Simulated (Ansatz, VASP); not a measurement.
# Two plane-wave programs on CrN2

INCAR

```
PREC = Accurate
ENCUT = 520
EDIFF = 1E-7
ISMEAR = -1
SIGMA = 0.05
LREAL = F
LASPH = T
NELM = 150
ALGO = Normal
ISIF = 2
LWAVE = F
LCHARG = F
ISPIN = 2
MAGMOM = 3.75 3.75 0 0 0 0
LORBIT = 11
NUPDOWN = 7.5
LMAXMIX = 4
GGA = PS
NBANDS = 35
```

KPOINTS

```
regular mesh
0
Gamma
  6 5 8
```

Contents of POSCAR:

```
CrN2
1.0
    3.9017860000      0.0000000000      0.0000000000
    0.0000000000      4.8095120000      0.0000000000
    0.0000000000      0.0000000000      2.7841700000
Cr N
2 4
Direct
    0.0000000000      0.0000000000      0.0000000000
    0.5000000000      0.5000000000      0.5000000000
    0.8661700000      0.5887750000      0.0000000000
    0.1338300000      0.4112250000      0.0000000000
    0.3661700000      0.9112250000      0.5000000000
    0.6338300000      0.0887750000      0.5000000000
```

input.yaml

```yaml
crystal:
  lattice:
    - [3.901786, 0.0, 0.0]
    - [0.0, 4.809512, 0.0]
    - [0.0, 0.0, 2.78417]
  atoms:
    - { symbol: Cr, position: [0.0, 0.0, 0.0], spin: 3.75 }
    - { symbol: Cr, position: [0.5, 0.5, 0.5], spin: 3.75 }
    - { symbol: "N", position: [0.86617, 0.588775, 0.0] }
    - { symbol: "N", position: [0.13383, 0.411225, 0.0] }
    - { symbol: "N", position: [0.36617, 0.911225, 0.5] }
    - { symbol: "N", position: [0.63383, 0.088775, 0.5] }
hamiltonian:
  xc: pbesol
  pseudopotentials: { kind: paw }
magnetization:
  spin_polarized: true
  initial_magnetization: 7.5
  spin_locking: { lock_magnetization: hard }
kpoints:
  mp_grid: { grid: [6, 5, 8] }
scf:
  occupations: { method: fermi_dirac, width: 0.05 }
  lower_state_search: "off"
output:
  forces: true
  stress: true
  eigenvalues: true
```

Alike in both runs: task single point; functional PBEsol; k mesh 6 × 5 × 8; occupations fermi-dirac, width 0.05 eV; collinear spin; fixed moment 7.5 μB.

|  | VASP | Ansatz |
| --- | --- | --- |
| version | VASP 6.6.1 | Ansatz 0.2.0 |
| potentials or method | VASP PAW PBE potentials, release 64 (Cr_pv, N) | Ansatz PAW |
| plane-wave cutoff (eV) | 520 | 420 |
| valence electrons in the cell | 44 | 48 |

|  | VASP | Ansatz | Ansatz less VASP |
| --- | --- | --- | --- |
| pressure (GPa) | 6.5 | 6.1 | -0.44 |
| traceless stress, the component that is largest in VASP (GPa) | 13.14 | 13.50 | +0.362 |
| rms of the force components (eV/Å) | 0.609 | 0.653 | +0.0444 |
| net moment per atom (μB) | 1.25 | 1.25 | 0.000 |
| size of the moment on the site where the two differ most (μB) | 2.99 | 2.49 | -0.496 |

VASP's potentials were made for PBE, not for PBEsol. Site moments also hang on the region over which each program counts them. Atom by atom the forces differ by 0.044 eV/Å (rms over components). VASP's potentials hold 44 valence electrons a cell and Ansatz's 48, so a difference there can come from the potentials and not from the codes.
